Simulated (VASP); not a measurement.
# YbOs3 (Pm-3m) in VASP: further runs

The runs below take YbOs3 through single point, with r2SCAN, PBE.

All numbers are computed with VASP 6.6.1; they aren't measurements. Logs are shortened: lines on timing, memory, paths and dates and some standing lists are left out, and cuts for length are marked.

## 1. The cell of the first run

It takes space group Pm-3m (No. 221, cubic). Conventional cell: a = 4.013 Å, b = 4.013 Å, c = 4.013 Å, α = 90.00°, β = 90.00°, γ = 90.00°. Yb (site symmetry m-3m) has 12 Os at 2.84 Å within 3.7 Å. Os (site symmetry 4/mmm) has 4 Yb at 2.84 Å and 8 Os at 2.84 Å within 3.7 Å.

## 2. Single point, r2SCAN

File POSCAR:

```
YbOs3
1.0
    4.0126238335      0.0000000000      0.0000000000
    0.0000000000      4.0126238335      0.0000000000
    0.0000000000      0.0000000000      4.0126238335
Yb Os
1 3
Direct
    0.0000000000      0.0000000000      0.0000000000
    0.0000000000      0.5000000000      0.5000000000
    0.5000000000      0.5000000000      0.0000000000
    0.5000000000      0.0000000000      0.5000000000
```

File INCAR.step1:

```
PREC = Accurate
ENCUT = 520
ISMEAR = 0
SIGMA = 0.05
LREAL = False
LASPH = True
NELM = 100
NBANDS = 32
GGA = PE
ALGO = Normal
EDIFF = 1E-4
LWAVE = True
LCHARG = False
```

File INCAR.step2:

```
PREC = Accurate
ENCUT = 520
EDIFF = 1E-6
ISMEAR = 0
SIGMA = 0.05
LREAL = False
LASPH = True
NELM = 100
ALGO = Normal
ISIF = 2
LWAVE = False
LCHARG = False
METAGGA = R2SCAN
LMIXTAU = True
NBANDS = 32
ISTART = 1
```

File KPOINTS:

```
regular mesh
0
Gamma
  8 8 8
```

Potentials or basis: VASP PAW PBE potentials, release 64 (Yb, Os).

Command:

```console
$ cat potpaw_PBE.64/Yb/POTCAR potpaw_PBE.64/Os/POTCAR > POTCAR
$ cp INCAR.step1 INCAR
$ mpirun -np 1 vasp_std > vasp.out
$ cp INCAR.step2 INCAR
$ mpirun -np 1 vasp_std > vasp.out
```

OUTCAR:

```text
PREC = Accurate
   ENCUT = 520
   EDIFF = 1E-6
   ISMEAR = 0
   LREAL = False
   LASPH = True
   NELM = 100
   ISIF = 2
   METAGGA = R2SCAN
   ISTART = 1

 ion  position               nearest neighbor table
   1  0.000  0.000  0.000-   2 2.84   3 2.84   4 2.84   2 2.84   4 2.84   2 2.84   3 2.84   2 2.84
                             3 2.84   4 2.84   4 2.84   3 2.84
   2  0.000  0.500  0.500-   1 2.84   3 2.84   4 2.84   1 2.84   3 2.84   1 2.84   4 2.84   1 2.84
                             3 2.84   4 2.84   3 2.84   4 2.84
   3  0.500  0.500  0.000-   1 2.84   2 2.84   4 2.84   2 2.84   4 2.84   1 2.84   4 2.84   4 2.84
                             1 2.84   2 2.84   2 2.84   1 2.84
   4  0.500  0.000  0.500-   1 2.84   2 2.84   3 2.84   1 2.84   3 2.84   2 2.84   3 2.84   3 2.84
                             1 2.84   2 2.84   1 2.84   2 2.84

  LATTYP: Found a simple cubic cell.
 ALAT       =     4.0126238335

  Lattice vectors:

 A1 = (   4.0126238335,   0.0000000000,   0.0000000000)
 A2 = (   0.0000000000,   4.0126238335,   0.0000000000)
 A3 = (   0.0000000000,   0.0000000000,   4.0126238335)

Analysis of symmetry for initial positions (statically):
=====================================================================
 Subroutine PRICEL returns:
 Original cell was already a primitive cell.

 Routine SETGRP: Setting up the symmetry group for a
 simple cubic supercell.

 Subroutine GETGRP returns: Found 48 space group operations
 (whereof 48 operations were pure point group operations)
 out of a pool of 48 trial point group operations.

The static configuration has the point symmetry O_h .

Analysis of symmetry for dynamics (positions and initial velocities):
=====================================================================
 Subroutine PRICEL returns:
 Original cell was already a primitive cell.

 Routine SETGRP: Setting up the symmetry group for a
 simple cubic supercell.

 Subroutine GETGRP returns: Found 48 space group operations
 (whereof 48 operations were pure point group operations)
 out of a pool of 48 trial point group operations.

The dynamic configuration has the point symmetry O_h .

 Subroutine INISYM returns: Found 48 space group operations
 (whereof 48 operations are pure point group operations),
 and found     1 'primitive' translations

----------------------------------------------------------------------------------------

                                     Primitive cell

  volume of cell :      64.6079

  direct lattice vectors                    reciprocal lattice vectors
     4.012623834  0.000000000  0.000000000     0.249213493  0.000000000  0.000000000
     0.000000000  4.012623834  0.000000000     0.000000000  0.249213493  0.000000000
     0.000000000  0.000000000  4.012623834     0.000000000  0.000000000  0.249213493

  length of vectors
     4.012623834  4.012623834  4.012623834     0.249213493  0.249213493  0.249213493

  position of ions in fractional coordinates (direct lattice)
     0.000000000  0.000000000  0.000000000
     0.000000000  0.500000000  0.500000000
     0.500000000  0.500000000  0.000000000
     0.500000000  0.000000000  0.500000000

  ion indices of the primitive-cell ions
   primitive index   ion index
                 1           1
                 2           2
                 3           3
                 4           4

----------------------------------------------------------------------------------------

 KPOINTS: regular mesh

Automatic generation of k-mesh.
 Grid dimensions read from file:
 generate k-points for:    8    8    8

 Generating k-lattice:

  Cartesian coordinates                     Fractional coordinates (reciprocal lattice)
     0.031151687  0.000000000  0.000000000     0.125000000  0.000000000  0.000000000
     0.000000000  0.031151687  0.000000000     0.000000000  0.125000000  0.000000000
     0.000000000  0.000000000  0.031151687     0.000000000  0.000000000  0.125000000

  Length of vectors
     0.031151687  0.031151687  0.031151687

  Shift w.r.t. Gamma in fractional coordinates (k-lattice)
     0.000000000  0.000000000  0.000000000

 Subroutine IBZKPT returns following result:
 ===========================================

 Found     35 irreducible k-points:

 Following reciprocal coordinates:
            Coordinates               Weight
  0.000000  0.000000  0.000000      1.000000
  0.125000  0.000000  0.000000      6.000000
  0.250000  0.000000  0.000000      6.000000
  0.375000  0.000000  0.000000      6.000000
  0.500000  0.000000  0.000000      3.000000
  0.125000  0.125000  0.000000     12.000000
[... 16 lines left out ...]
  0.375000  0.375000  0.125000     24.000000
  0.500000  0.375000  0.125000     24.000000
 [... further k-points ...]
   k-points           NKPTS =     35   k-points in BZ     NKDIM =     35   number of bands    NBANDS=     32
   number of dos      NEDOS =    301   number of ions     NIONS =      4
   total plane-waves  NPLWV =  27000
   dimension x,y,z NGX =    30 NGY =   30 NGZ =   30
   dimension x,y,z NGXF=    60 NGYF=   60 NGZF=   60
   ions per type =               1   3
   NGX,Y,Z   is equivalent  to a cutoff of  12.43, 12.43, 12.43 a.u.
   NGXF,Y,Z  is equivalent  to a cutoff of  24.86, 24.86, 24.86 a.u.
 SYSTEM =  unknown system
   PREC   = accura    normal or accurate (medium, high low for compatibility)
   ISTART =      1    job   : 0-new  1-cont  2-samecut
   ICHARG =      0    charge: 1-file 2-atom 10-const
   ISPIN  =      1    spin polarized calculation?
   LNONCOLLINEAR =      F non collinear calculations
   LSORBIT =      F    spin-orbit coupling
   LASPH  =      T    aspherical Exc in radial PAW
   ENCUT  =  520.0 eV  38.22 Ry    6.18 a.u.   7.46  7.46  7.46*2*pi/ulx,y,z
   NELM   =    100;   NELMIN=  2; NELMDL=  0     # of ELM steps
   EDIFF  = 0.1E-05   stopping-criterion for ELM
   LREAL  =      F    real-space projection
   EDIFFG = 0.1E-04   stopping-criterion for IOM
   NSW    =      0    number of steps for IOM
   IBRION =     -1    ionic relax: 0-MD 1-quasi-New 2-CG
   NFREE  =      0    steps in history (QN), initial steepest desc. (CG)
   ISIF   =      2    stress and relaxation
   ISYM   =      2    0-nonsym 1-usesym 2-fastsym
   POTIM  = 0.5000    time-step for ionic-motion
   TEBEG  =    0.0;   TEEND  =   0.0 temperature during run
   PSTRESS=    0.0 pullay stress
   NELECT =      48.0000    total number of electrons
   NUPDOWN=      -1.0000    fix difference up-down
   EMIN   =  10.00;   EMAX   =-10.00  energy-range for DOS
   EFERMI =   0.00;   METHOD = LEGACY
   ISMEAR =     0;   SIGMA  =   0.05  broadening in eV -4-tet -1-fermi 0-gaus
   EFERMI_NEDOS =   21; number of points for ismear=-14 and -15
   IALGO  =     38    algorithm
   IMIX   =      4    mixing-type and parameters
     AMIX     =   0.40;   BMIX     =  1.00
     AMIX_MAG =   1.60;   BMIX_MAG =  1.00
  volume/ion in A,a.u.               =      16.15       109.00
  Fermi-wavevector in a.u.,A,eV,Ry     =   1.482723  2.801941 29.911981  2.198469
  Thomas-Fermi vector in A             =   2.596474
   LORBIT       =      0    0 simple, 1 ext, 2 COOP (PROOUT), +10 PAW based schemes
   METAGGA = R2SCAN    functional components
   LHFCALC =     F    Hartree Fock is set to
   AEXX    =    0.0000 exact exchange contribution
   IVDW    =     0    specifies the selected vdW correction
   LEPSILON=     F    determine dielectric tensor
   LRPA    =     F    only Hartree local field effects (RPA)
 non-spin polarized calculation
 Gauss-broadening in eV      SIGMA  =   0.05
  energy-cutoff  :      520.00
  volume of cell :       64.61
 maximum number of plane-waves:      1763
 NGX is ok and might be reduce to    30
   NGX = 15   NGY = 15   NGZ = 15

 number of electron      48.0000024 magnetization

 Free energy of the ion-electron system (eV)
  ---------------------------------------------------
  ext. energy  EPLUGINS =         0.00000000
  ---------------------------------------------------
  free energy    TOTEN  =      -192.82235953 eV

  energy without entropy =     -192.81500690  energy(sigma->0) =     -192.81868321

 E-fermi :   6.1943     XC(G=0): -14.4854

 val. band max:        6.1845895845   @ k =   0.5000   0.3750   0.2500
 cond. band min:       6.2000722275   @ k =   0.5000   0.1250   0.1250
 fundamental gap:      0.0154826430
 Fermi energy:         6.1943466529

 k-point     1 :       0.0000    0.0000    0.0000
  band No.  band energies     occupation
      1     -46.3392      2.00000
      2     -17.9167      2.00000
      3     -17.9167      2.00000
      4     -17.9167      2.00000
      5      -2.8435      2.00000
      6       0.4103      2.00000
[... 24 lines left out ...]
     31      13.0247      0.00000
     32      13.0247      0.00000

 k-point     2 :       0.1250    0.0000    0.0000
  band No.  band energies     occupation
      1     -46.3385      2.00000
      2     -17.9433      2.00000
      3     -17.9213      2.00000
      4     -17.9213      2.00000
      5      -2.6053      2.00000
      6       0.5542      2.00000
[... 24 lines left out ...]
     31      12.8991      0.00000
     32      13.2462      0.00000

 k-point     3 :       0.2500    0.0000    0.0000
  band No.  band energies     occupation
      1     -46.3367      2.00000
      2     -18.0067      2.00000
      3     -17.9322      2.00000
      4     -17.9322      2.00000
      5      -1.9288      2.00000
      6       0.8539      2.00000
[... 24 lines left out ...]
     31      12.5528      0.00000
     32      12.9881      0.00000

 k-point     4 :       0.3750    0.0000    0.0000
  band No.  band energies     occupation
      1     -46.3349      2.00000
      2     -18.0689      2.00000
      3     -17.9431      2.00000
      4     -17.9430      2.00000
      5      -0.9575      2.00000
      6       0.9947      2.00000
[... 654 lines left out ...]
     31      11.1936      0.00000
     32      12.2425      0.00000

 k-point    23 :       0.3750    0.3750    0.1250
  band No.  band energies     occupation
      1     -46.3328      2.00000
      2     -18.0402      2.00000
      3     -18.0174      2.00000
      4     -17.9688      2.00000
      5       0.3147      2.00000
      6       1.6325      2.00000
[... 24 lines left out ...]
     31      11.4889      0.00000
     32      11.6937      0.00000

 k-point    24 :       0.5000    0.3750    0.1250
  band No.  band energies     occupation
      1     -46.3325      2.00000
      2     -18.0410      2.00000
      3     -18.0232      2.00000
      4     -17.9719      2.00000
      5       0.7766      2.00000
      6       1.2593      2.00000
[... 24 lines left out ...]
     31      11.3946      0.00000
     32      11.6764      0.00000

 [... further k-points ...]
[... 5 lines left out ...]
  --------------------------------------------------------------------------------------
  -------------------------------------------------------------------------------------
  Total       -1.8196769     -1.8196769     -1.8196769      0.0000000     -0.0000000      0.0000000
  in kB      -45.1252396    -45.1252396    -45.1252396      0.0000000     -0.0000000      0.0000000
  external PRESSURE =     -45.1252396 kB  Pullay stress =       0.0000000 kB

 VOLUME and BASIS-vectors are now :
 -----------------------------------------------------------------------------
  energy-cutoff  :      520.00
  volume of cell :       64.61
      direct lattice vectors                 reciprocal lattice vectors
     4.012623834  0.000000000  0.000000000     0.249213493  0.000000000  0.000000000
     0.000000000  4.012623834  0.000000000     0.000000000  0.249213493  0.000000000
     0.000000000  0.000000000  4.012623834     0.000000000  0.000000000  0.249213493

 POSITION                                       TOTAL-FORCE (eV/Angst)
 -----------------------------------------------------------------------------------
      0.00000      0.00000      0.00000         0.000000      0.000000      0.000000
      0.00000      2.00631      2.00631         0.000000      0.000000      0.000000
      2.00631      2.00631      0.00000         0.000000      0.000000      0.000000
      2.00631      0.00000      2.00631         0.000000      0.000000      0.000000
 -----------------------------------------------------------------------------------
    total drift:                                0.000000      0.000000     -0.000000

  FREE ENERGIE OF THE ION-ELECTRON SYSTEM (eV)
  ---------------------------------------------------
  free  energy   TOTEN  =      -192.8223595324 eV

  energy  without entropy=     -192.8150068950  energy(sigma->0) =     -192.81868321
```

Wall time 14 min (1 thread of Intel Xeon 6975P-C (Granite Rapids), shared host); peak memory 0.24 GiB.

What came out:

* Free energy: -192.8224 eV
* Pressure: -4.5 GPa
* Band gap on the k mesh: zero (bands 24 and 25 overlap by 2.81 eV)

Caveat: the cell stands under tension; the PAW data sets were made with another functional, which shifts forces and pressure a little; spin-orbit coupling is left out, which moves the levels of the heavy elements. Spin polarisation is off, so any magnetic state and its effect on volume and gap are missing.

## 3. Single point, PBE, collinear spin, zero start

File INCAR:

```
SYSTEM = YbOs3
  PREC = Accurate
  ENCUT = 520
  EDIFF = 1E-7
  ISMEAR = 0
  SIGMA = 0.05
  LREAL = .FALSE.
  LASPH = .TRUE.
  NELM = 150
  ALGO = Normal
  ISIF = 2
  LWAVE = .FALSE.
  LCHARG = .FALSE.
  ISPIN = 2
  MAGMOM = 0 0 0 0
  LORBIT = 11
  LMAXMIX = 6
  GGA = PE
  NBANDS = 36
```

File KPOINTS:

```
Automatic mesh
0
G
  8 8 8
  0 0 0
```

POSCAR is that of step 2.

Potentials or basis: VASP PAW PBE potentials, release 64 (Yb, Os).

Command:

```console
$ cat potpaw_PBE.64/Yb/POTCAR potpaw_PBE.64/Os/POTCAR > POTCAR
$ mpirun -np 1 vasp_std > vasp.out
```

Wall time 10 min (1 thread of Intel Xeon 6975P-C (Granite Rapids), shared host); peak memory 0.3 GiB.

The run converged. Its results:

```yaml
Free_energy: -35.3943 eV
Pressure: 0.1 GPa
Band_gap_on_the_k_mesh: zero (filled and empty bands overlap)
Net_moment: 0.00 μB per cell
Valence_electrons_inside_the_program's_atomic_spheres: Yb 22.61; Os 7.17
```

Levels at points of the mesh, in eV from the Fermi level:
Spin up:
```csv
k point,band 22,band 23,band 24,band 25,band 26,band 27
"(0.00, 0.00, 0.00)",0.86,0.86,2.24,2.81,2.81,2.81
"(0.50, 0.00, 0.00)",-0.69,-0.41,0.09,0.12,0.12,1.22
"(0.50, 0.50, 0.00)",-0.70,-0.69,-0.38,-0.34,-0.34,0.16
"(0.50, 0.50, 0.50)",-0.54,-0.54,0.17,1.80,1.80,1.80
```
Spin down:
```csv
k point,band 20,band 21,band 22,band 23,band 24,band 25,band 26,band 27,band 28,band 29
"(0.00, 0.00, 0.00)",-0.82,-0.82,0.86,0.86,2.24,2.81,2.81,2.81,3.53,3.53
"(0.50, 0.00, 0.00)",-0.74,-0.69,-0.69,-0.41,0.09,0.12,0.12,1.22,2.82,3.69
"(0.50, 0.50, 0.00)",-0.72,-0.70,-0.70,-0.69,-0.38,-0.34,-0.34,0.16,0.64,4.12
"(0.50, 0.50, 0.50)",-0.81,-0.81,-0.54,-0.54,0.17,1.80,1.80,1.80,2.27,2.27
```

Caveat: spin-orbit coupling is left out, which moves the levels of the heavy elements.
